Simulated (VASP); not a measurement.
# Y (Fm-3m) in VASP: notebook, part 3 of 3

VASP 6.6.1. Earlier steps stand in the parts before.

**4. Single point, LDA**

This run uses another cell than the first one, of 23.41 Å³/atom.

INCAR

```
SYSTEM = Y
PREC = Accurate
ENCUT = 500
EDIFF = 1E-6
ISMEAR = 1
SIGMA = 0.05
LREAL = .FALSE.
LASPH = .TRUE.
NELM = 120
ALGO = Normal
ISIF = 2
LWAVE = .FALSE.
LCHARG = .FALSE.
NBANDS = 12
GGA_COMPAT = .FALSE.
```

KPOINTS

```
Automatic mesh
0
G
  16 16 16
  0 0 0
```

POSCAR

```
Y
1.0
    0.0000000000      2.2706024580      2.2706024580
    2.2706024580      0.0000000000      2.2706024580
    2.2706024580      2.2706024580      0.0000000000
Y
1
Direct
    0.0000000000      0.0000000000      0.0000000000
```

Potentials or basis: VASP PAW LDA potentials, release 64 (Y_sv).

On the command line:

```bash
cat potpaw_LDA.64/Y_sv/POTCAR > POTCAR
mpirun -np 1 vasp_std > vasp.out
```

OUTCAR:

```text
SYSTEM = Y
   PREC = Accurate
   ENCUT = 500
   EDIFF = 1E-6
   ISMEAR = 1
   LREAL = .FALSE.
   LASPH = .TRUE.
   NELM = 120
   ISIF = 2

 ion  position               nearest neighbor table
   1  0.000  0.000  0.000-

  LATTYP: Found a face centered cubic cell.
 ALAT       =     4.5412049160

  Lattice vectors:

 A1 = (   0.0000000000,   2.2706024580,   2.2706024580)
 A2 = (   2.2706024580,   0.0000000000,   2.2706024580)
 A3 = (   2.2706024580,   2.2706024580,   0.0000000000)

Analysis of symmetry for initial positions (statically):
=====================================================================
 Subroutine PRICEL returns:
 Original cell was already a primitive cell.

 Routine SETGRP: Setting up the symmetry group for a
 face centered cubic supercell.

 Subroutine GETGRP returns: Found 48 space group operations
 (whereof 48 operations were pure point group operations)
 out of a pool of 48 trial point group operations.

The static configuration has the point symmetry O_h .

Analysis of symmetry for dynamics (positions and initial velocities):
=====================================================================
 Subroutine PRICEL returns:
 Original cell was already a primitive cell.

 Routine SETGRP: Setting up the symmetry group for a
 face centered cubic supercell.

 Subroutine GETGRP returns: Found 48 space group operations
 (whereof 48 operations were pure point group operations)
 out of a pool of 48 trial point group operations.

The dynamic configuration has the point symmetry O_h .

 Subroutine INISYM returns: Found 48 space group operations
 (whereof 48 operations are pure point group operations),
 and found     1 'primitive' translations

----------------------------------------------------------------------------------------

                                     Primitive cell

  volume of cell :      23.4128

  direct lattice vectors                    reciprocal lattice vectors
     0.000000000  2.270602458  2.270602458    -0.220205875  0.220205875  0.220205875
     2.270602458  0.000000000  2.270602458     0.220205875 -0.220205875  0.220205875
     2.270602458  2.270602458  0.000000000     0.220205875  0.220205875 -0.220205875

  length of vectors
     3.211116791  3.211116791  3.211116791     0.381407763  0.381407763  0.381407763

  position of ions in fractional coordinates (direct lattice)
     0.000000000  0.000000000  0.000000000

  ion indices of the primitive-cell ions
   primitive index   ion index
                 1           1

----------------------------------------------------------------------------------------

 KPOINTS: Automatic mesh

Automatic generation of k-mesh.
 Grid dimensions read from file:
 generate k-points for:   16   16   16

 Generating k-lattice:

  Cartesian coordinates                     Fractional coordinates (reciprocal lattice)
    -0.013762867  0.013762867  0.013762867     0.062500000  0.000000000  0.000000000
     0.013762867 -0.013762867  0.013762867     0.000000000  0.062500000  0.000000000
     0.013762867  0.013762867 -0.013762867     0.000000000  0.000000000  0.062500000

  Length of vectors
     0.023837985  0.023837985  0.023837985

  Shift w.r.t. Gamma in fractional coordinates (k-lattice)
     0.000000000  0.000000000  0.000000000

 Subroutine IBZKPT returns following result:
 ===========================================

 Found    145 irreducible k-points:

 Following reciprocal coordinates:
            Coordinates               Weight
  0.000000  0.000000  0.000000      1.000000
  0.062500  0.000000  0.000000      8.000000
  0.125000  0.000000  0.000000      8.000000
  0.187500  0.000000  0.000000      8.000000
  0.250000  0.000000  0.000000      8.000000
  0.312500  0.000000  0.000000      8.000000
[... 16 lines left out ...]
 -0.125000  0.062500  0.000000     24.000000
 -0.062500  0.062500  0.000000     12.000000
 [... further k-points ...]
   k-points           NKPTS =    145   k-points in BZ     NKDIM =    145   number of bands    NBANDS=     12
   number of dos      NEDOS =    301   number of ions     NIONS =      1
   total plane-waves  NPLWV =  13824
   dimension x,y,z NGX =    24 NGY =   24 NGZ =   24
   dimension x,y,z NGXF=    48 NGYF=   48 NGZF=   48
   ions per type =               1
   NGX,Y,Z   is equivalent  to a cutoff of  12.43, 12.43, 12.43 a.u.
   NGXF,Y,Z  is equivalent  to a cutoff of  24.85, 24.85, 24.85 a.u.
 SYSTEM =  Y
   PREC   = accura    normal or accurate (medium, high low for compatibility)
   ISTART =      0    job   : 0-new  1-cont  2-samecut
   ICHARG =      2    charge: 1-file 2-atom 10-const
   ISPIN  =      1    spin polarized calculation?
   LNONCOLLINEAR =      F non collinear calculations
   LSORBIT =      F    spin-orbit coupling
   LASPH  =      T    aspherical Exc in radial PAW
   ENCUT  =  500.0 eV  36.75 Ry    6.06 a.u.   5.85  5.85  5.85*2*pi/ulx,y,z
   NELM   =    120;   NELMIN=  2; NELMDL= -5     # of ELM steps
   EDIFF  = 0.1E-05   stopping-criterion for ELM
   LREAL  =      F    real-space projection
   EDIFFG = 0.1E-04   stopping-criterion for IOM
   NSW    =      0    number of steps for IOM
   IBRION =     -1    ionic relax: 0-MD 1-quasi-New 2-CG
   NFREE  =      0    steps in history (QN), initial steepest desc. (CG)
   ISIF   =      2    stress and relaxation
   ISYM   =      2    0-nonsym 1-usesym 2-fastsym
   POTIM  = 0.5000    time-step for ionic-motion
   TEBEG  =    0.0;   TEEND  =   0.0 temperature during run
   PSTRESS=    0.0 pullay stress
   NELECT =      11.0000    total number of electrons
   NUPDOWN=      -1.0000    fix difference up-down
   EMIN   =  10.00;   EMAX   =-10.00  energy-range for DOS
   EFERMI =   0.00;   METHOD = LEGACY
   ISMEAR =     1;   SIGMA  =   0.05  broadening in eV -4-tet -1-fermi 0-gaus
   EFERMI_NEDOS =   21; number of points for ismear=-14 and -15
   IALGO  =     38    algorithm
   IMIX   =      4    mixing-type and parameters
     AMIX     =   0.40;   BMIX     =  1.00
     AMIX_MAG =   1.60;   BMIX_MAG =  1.00
  volume/ion in A,a.u.               =      23.41       158.00
  Fermi-wavevector in a.u.,A,eV,Ry     =   1.272686  2.405028 22.037762  1.619730
  Thomas-Fermi vector in A             =   2.405551
   LORBIT       =      0    0 simple, 1 ext, 2 COOP (PROOUT), +10 PAW based schemes
   GGA     = CA    functional components
   LHFCALC =     F    Hartree Fock is set to
   AEXX    =    0.0000 exact exchange contribution
   IVDW    =     0    specifies the selected vdW correction
   LEPSILON=     F    determine dielectric tensor
   LRPA    =     F    only Hartree local field effects (RPA)
 non-spin polarized calculation
 Methfessel and Paxton  Order N= 1 SIGMA  =   0.05
  energy-cutoff  :      500.00
  volume of cell :       23.41
 maximum number of plane-waves:       609
   NGX = 11   NGY = 11   NGZ = 11

 number of electron      11.0000001 magnetization

 Free energy of the ion-electron system (eV)
  ---------------------------------------------------
  ext. energy  EPLUGINS =         0.00000000
  ---------------------------------------------------
  free energy    TOTEN  =        -6.70592438 eV

  energy without entropy =       -6.70606611  energy(sigma->0) =       -6.70597162

 E-fermi :   4.6695     XC(G=0): -11.0485

 val. band max:        4.6647035996   @ k =  -0.3125   0.3750   0.1875
 cond. band min:       4.6785609016   @ k =  -0.3750   0.3750   0.1875
 fundamental gap:      0.0138573020
 Fermi energy:         4.6694830680

 k-point     1 :       0.0000    0.0000    0.0000
  band No.  band energies     occupation
      1     -37.1479      2.00000
      2     -16.4911      2.00000
      3     -16.4911      2.00000
      4     -16.4911      2.00000
      5      -0.3182      2.00000
      6       6.7475      0.00000
      7       6.7475      0.00000
      8       6.7475      0.00000
      9       9.7006      0.00000
     10       9.7006      0.00000
     11      14.6604      0.00000
     12      18.9909      0.00000
[... 331 lines left out ...]
 k-point    24 :      -0.0625    0.0625    0.0000
  band No.  band energies     occupation
      1     -37.1227      2.00000
      2     -16.6549      2.00000
      3     -16.5361      2.00000
      4     -16.5004      2.00000
      5       0.0646      2.00000
      6       6.3417      0.00000
      7       6.9137      0.00000
      8       6.9446      0.00000
      9       9.2910      0.00000
     10       9.6646      0.00000
     11      15.5043      0.00000
     12      18.0228      0.00000

 [... further k-points ...]

------------------------ aborting loop because EDIFF is reached ----------------------------------------

  FORCE on cell =-STRESS in cart. coord.  units (eV):
  Direction    XX          YY          ZZ          XY          YZ          ZX
  --------------------------------------------------------------------------------------
  -------------------------------------------------------------------------------------
  Total        2.1470568      2.1470568      2.1470568     -0.0000000      0.0000000      0.0000000
  in kB      146.9267293    146.9267293    146.9267293     -0.0000000      0.0000000      0.0000000
  external PRESSURE =     146.9267293 kB  Pullay stress =       0.0000000 kB

 VOLUME and BASIS-vectors are now :
 -----------------------------------------------------------------------------
  energy-cutoff  :      500.00
  volume of cell :       23.41
      direct lattice vectors                 reciprocal lattice vectors
     0.000000000  2.270602458  2.270602458    -0.220205875  0.220205875  0.220205875
     2.270602458  0.000000000  2.270602458     0.220205875 -0.220205875  0.220205875
     2.270602458  2.270602458  0.000000000     0.220205875  0.220205875 -0.220205875

 POSITION                                       TOTAL-FORCE (eV/Angst)
 -----------------------------------------------------------------------------------
      0.00000      0.00000      0.00000        -0.000000      0.000000      0.000000
 -----------------------------------------------------------------------------------
    total drift:                                0.000000      0.000000     -0.000000

  FREE ENERGIE OF THE ION-ELECTRON SYSTEM (eV)
  ---------------------------------------------------
  free  energy   TOTEN  =        -6.7059243772 eV

  energy  without entropy=       -6.7060661123  energy(sigma->0) =       -6.70597162
```

OSZICAR:

```text
N       E                     dE             d eps       ncg     rms          rms(c)
DAV:   1     0.262047090228E+02    0.26205E+02   -0.56345E+03  3496   0.841E+02
DAV:   2    -0.561797286124E+01   -0.31823E+02   -0.30877E+02  4196   0.172E+02
DAV:   3    -0.676303944675E+01   -0.11451E+01   -0.11315E+01  4612   0.221E+01
DAV:   4    -0.678771468235E+01   -0.24675E-01   -0.24668E-01  3920   0.307E+00
DAV:   5    -0.678814914721E+01   -0.43446E-03   -0.43446E-03  4404   0.305E-01    0.273E+01
DAV:   6    -0.669798238183E+01    0.90167E-01   -0.17423E-01  4128   0.274E+00    0.165E+01
DAV:   7    -0.670936734332E+01   -0.11385E-01   -0.22342E-01  4408   0.311E+00    0.147E+00
DAV:   8    -0.670597850784E+01    0.33888E-02   -0.25561E-02  3776   0.131E+00    0.275E-01
DAV:   9    -0.670592647931E+01    0.52029E-04   -0.80363E-04  4212   0.205E-01    0.104E-01
DAV:  10    -0.670592461038E+01    0.18689E-05   -0.34075E-05  3968   0.517E-02    0.163E-02
DAV:  11    -0.670592437723E+01    0.23315E-06   -0.24322E-06  4080   0.131E-02
   1 F= -.67059244E+01 E0= -.67059716E+01  d E =0.141735E-03
```

stdout:

```text
POSCAR found type information on POSCAR Y
 POSCAR found :  1 types and       1 ions
 scaLAPACK will be used
 LDA part: xc-table for (Slater(with rela. corr.)+CA(PZ))
 , standard interpolation
 POSCAR, INCAR and KPOINTS ok, starting setup
 FFT: planning ... GRIDC
 FFT: planning ... GRID_SOFT
 FFT: planning ... GRID
 WAVECAR not read
 entering main loop
```

Run time: 15 s. Hardware: 1 thread of Intel Xeon Platinum 8488C (Sapphire Rapids), shared host; peak memory 0.17 GiB.

What came out:

| Item | Value |
| --- | --- |
| Free energy | -6.7059 eV |
| Pressure | 14.7 GPa |
| Band gap on the k mesh | zero (an odd number of electrons rules out a gap without spin polarisation) |

Caveat: the cell stands under pressure.

**5. Single point, LDA**

This run uses another cell than the first one, of 29.44 Å³/atom.

INCAR

```
SYSTEM = Y
PREC = Accurate
ENCUT = 500
EDIFF = 1E-6
ISMEAR = 1
SIGMA = 0.05
LREAL = .False.
LASPH = .True.
NELM = 120
ALGO = Normal
ISIF = 2
LWAVE = .False.
LCHARG = .False.
GGA = CA
NBANDS = 12
GGA_COMPAT = .False.
```

KPOINTS

```
regular mesh
0
Gamma
  16 16 16
  0 0 0
```

POSCAR

```
Y
1.0
    0.0000000000      2.4508655800      2.4508655800
    2.4508655800      0.0000000000      2.4508655800
    2.4508655800      2.4508655800      0.0000000000
Y
1
Direct
    0.0000000000      0.0000000000      0.0000000000
```

On the command line:

```bash
cat potpaw_LDA.64/Y_sv/POTCAR > POTCAR
mpirun -np 1 vasp_std > vasp.out
```

Run time: 41 s. Hardware: 1 thread of Intel Xeon Platinum 8488C (Sapphire Rapids), shared host; peak memory 0.19 GiB.

It converged, with:

* Free energy: -6.9402 eV
* Pressure: -0.2 GPa
* Band gap on the k mesh: zero (an odd number of electrons rules out a gap without spin polarisation)

Levels at points of the mesh, in eV from the Fermi level:
| k point | band 3 | band 4 | band 5 | band 6 | band 7 | band 8 |
| --- | --- | --- | --- | --- | --- | --- |
| (0.00, 0.00, 0.00) | -21.94 | -21.94 | -4.88 | 1.83 | 1.83 | 1.83 |
| (0.50, 0.00, 0.00) | -22.05 | -22.05 | -2.12 | 1.02 | 1.64 | 1.64 |
| (0.50, 0.50, 0.00) | -22.23 | -22.23 | -1.99 | -1.09 | 2.62 | 5.77 |

**6. Summary**

```csv
cell,gap on the mesh (eV),pressure (GPa)
"a = 2.950 Å, angles 60.0°, 1 atom",none,44.6
"a = 3.058 Å, angles 60.0°, 1 atom",none,29.7
"a = 3.211 Å, angles 60.0°, 1 atom",none,14.7
"a = 3.466 Å, angles 60.0°, 1 atom",none,-0.2
```

Alike in all rows: task single point; level LDA; potentials or basis VASP PAW LDA potentials, release 64 (Y_sv); no spin polarisation; k mesh 16 × 16 × 16; cutoff (eV) 500; smearing methfessel-paxton 0.05 eV.

Caveats: the cell stands under pressure (at least some runs).

Absolute energies hang on the potentials; compare differences alone.
